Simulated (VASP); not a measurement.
Write the native input for VASP 6.6.1 that does the following.

```
Task                   : single point
Functional             : PBEsol
Potentials or basis    : VASP PAW PBE potentials, release 64 (Zn, S)
Cutoff                 : 500 eV
k mesh                 : 8 × 8 × 8
Occupations            : gaussian, width 0.01 eV
Spin                   : no spin polarisation
Dipole correction      : no
Further INCAR settings : ALGO = Normal; EDIFF = 1e-06; NBANDS = 16
```

The structure of ZnS lies in POSCAR:

```
ZnS
1.0
    2.6377582893      2.6377582893      0.0000000000
   -2.6377582893      2.6377582893      0.0000000000
    0.0000000000      2.6377582893      2.6377582893
Zn S
1 1
Direct
    0.7500000000      0.2500000000      0.5000000000
    0.0000000000      0.0000000000      0.0000000000
```

One way to write it, as run:

INCAR

```
PREC     = Accurate       # precision mode
ENCUT    = 500            # plane-wave cutoff, eV
EDIFF    = 1E-6           # SCF threshold, eV
ISMEAR   = 0              # smearing method
SIGMA    = 0.01           # smearing width, eV
LREAL    = F              # projectors in reciprocal space
LASPH    = T              # aspherical terms in the spheres
NELM     = 120            # most SCF steps
ALGO     = Normal         # electronic algorithm
ISIF     = 2              # what is computed and relaxed
LWAVE    = F              # write WAVECAR
LCHARG   = F              # write CHGCAR
GGA      = PS             # functional
NBANDS   = 16             # bands
GGA_COMPAT= F
```

KPOINTS

```
Automatic mesh
0
Gamma
  8 8 8
```

Potentials or basis: VASP PAW PBE potentials, release 64 (Zn, S).

The run is started by

```sh
$ cat potpaw_PBE.64/Zn/POTCAR potpaw_PBE.64/S/POTCAR > POTCAR
$ mpirun -np 1 vasp_std > vasp.out
```

It gave:

```yaml
Pressure: 4.2 GPa
Band_gap_on_the_k_mesh: 2.30 eV
```

Caveat: the cell stands under pressure; the PAW data sets were made with another functional, which shifts forces and pressure a little.

Wall time 36 s on 1 thread of Intel Xeon 8259CL, with other jobs on the host, peak memory 0.16 GiB.
